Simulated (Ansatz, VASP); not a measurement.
**KF in VASP and in Ansatz**

File INCAR:

```
PREC = Accurate ; ENCUT = 520
EDIFF = 1E-7 ; ISMEAR = 0
SIGMA = 0.01 ; LREAL = False
LASPH = True ; NELM = 60
ALGO = Normal ; ISIF = 2
LWAVE = False ; LCHARG = False
GGA = PE ; NBANDS = 15
```

Contents of KPOINTS:

```
regular mesh
0
Gamma
  6 6 6
```

The input POSCAR:

```
KF
1.0
    3.2589550000      0.0000000000      0.0000000000
    0.0000000000      3.2589550000      0.0000000000
    0.0000000000      0.0000000000      3.2589550000
K F
1 1
Direct
    0.0000000000      0.0000000000      0.0000000000
    0.5000000000      0.5000000000      0.5000000000
```

Input for Ansatz:

```yaml
crystal:
  lattice:
    - [3.258955, 0.0, 0.0]
    - [0.0, 3.258955, 0.0]
    - [0.0, 0.0, 3.258955]
  atoms:
    - { symbol: K, position: [0.0, 0.0, 0.0] }
    - { symbol: F, position: [0.5, 0.5, 0.5] }
basis:
  ecutwfc: 421.77648681281397
kpoints:
  mp_grid:
    grid: [6, 6, 6]
hamiltonian:
  xc: pbe
scf:
  occupations:
    method: fixed
output:
  stress: true
  eigenvalues: true
```

Alike in both runs: task single point; functional PBE; k mesh 6 × 6 × 6; no spin polarisation.

|  | VASP | Ansatz |
| --- | --- | --- |
| version | VASP 6.6.1 | Ansatz 0.2.0 |
| potentials or method | VASP PAW PBE potentials, release 64 (K_sv, F), cutoff 520 eV | plane waves, PAW |
| occupations | gaussian, width 0.01 eV | fixed |
| valence electrons in the cell | 16 | 16 |

|  | VASP | Ansatz | Ansatz less VASP |
| --- | --- | --- | --- |
| gap on the k mesh at the Fermi level (eV) | 6.26 | 6.27 | +0.017 |
| pressure (GPa) | 0.0 | 0.0 | 0.00 |
